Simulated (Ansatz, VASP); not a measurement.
**Si4F: VASP beside Ansatz**

INCAR

```
ALGO = Normal ; EDIFF = 1E-6
EDIFFG = -0.01 ; ENCUT = 600
GGA = PE ; IBRION = 2
ISIF = 3 ; ISMEAR = 0
LASPH = T ; LCHARG = F
LREAL = F ; LWAVE = F
NELM = 100 ; NSW = 100
PREC = Accurate ; SIGMA = 0.1
```

The input KPOINTS:

```
k-points
0
Gamma
  10 10 10
```

Contents of POSCAR:

```
Si4F
1.0
   -2.7457217210      2.7457217210      2.7457217210
    2.7457217210     -2.7457217210      2.7457217210
    2.7457217210      2.7457217210     -2.7457217210
Si F
4 1
Direct
    0.5000000000      0.5000000000      0.5000000000
    0.5000000000      0.0000000000      0.0000000000
    0.0000000000      0.0000000000      0.5000000000
    0.0000000000      0.5000000000      0.0000000000
    0.0000000000      0.0000000000      0.0000000000
```

Input for Ansatz:

```yaml
crystal:
  lattice:
    - [-2.745721721, 2.745721721, 2.745721721]
    - [2.745721721, -2.745721721, 2.745721721]
    - [2.745721721, 2.745721721, -2.745721721]
  atoms:
    - { symbol: Si, position: [0.5, 0.5, 0.5] }
    - { symbol: Si, position: [0.5, 0.0, 0.0] }
    - { symbol: Si, position: [0.0, 0.0, 0.5] }
    - { symbol: Si, position: [0.0, 0.5, 0.0] }
    - { symbol: F, position: [0.0, 0.0, 0.0] }
basis:
  ecutwfc: 420
kpoints:
  mp_grid: { grid: [10, 10, 10] }
hamiltonian:
  xc: pbe
scf:
  occupations: { method: gaussian, width: 0.1 }
output:
  forces: true
  stress: true
  eigenvalues: true
  write_density: true
  write_potential: true
  elf: true
  volumetric_format: npy
relax:
  adjacent_minimum: "off"
  f_tol: 0.01
  max_steps: 80
  cell: { stress_tol: 0.05 }
```

Change from the starting cell: species swapped into the Hg4Pt type (Im-3m, No. 229).

Alike in both runs: task relaxation of cell and atoms; functional PBE; k mesh 10 × 10 × 10; occupations gaussian, width 0.1 eV; no spin polarisation.

```csv
,VASP,Ansatz
version,VASP 6.6.1,Ansatz 0.2.0
potentials or method,"VASP PAW PBE potentials, release 64 (Si, F), cutoff 600 eV","scalar-relativistic, plane waves, PAW"
valence electrons in the cell,23,23
```

Ansatz gave:

```
gap on the k mesh at the Fermi level, each at its own relaxed structure (eV) : none
relaxed volume (Å³/atom)                                                     : 16.59
relaxed length of the cell vector where the two differ most in proportion (Å)              : 4.758
```

Question: Which values does VASP return?

Answer: gap on the k mesh at the Fermi level, each at its own relaxed structure (eV): none; relaxed volume (Å³/atom): 16.56; relaxed length of the cell vector where the two differ most in proportion (Å): 4.756.

A gap of «none» marks a metal or a gap that the smearing closes.

Noted on VASP's run: the relaxation stopped at its first step, so nothing moved.
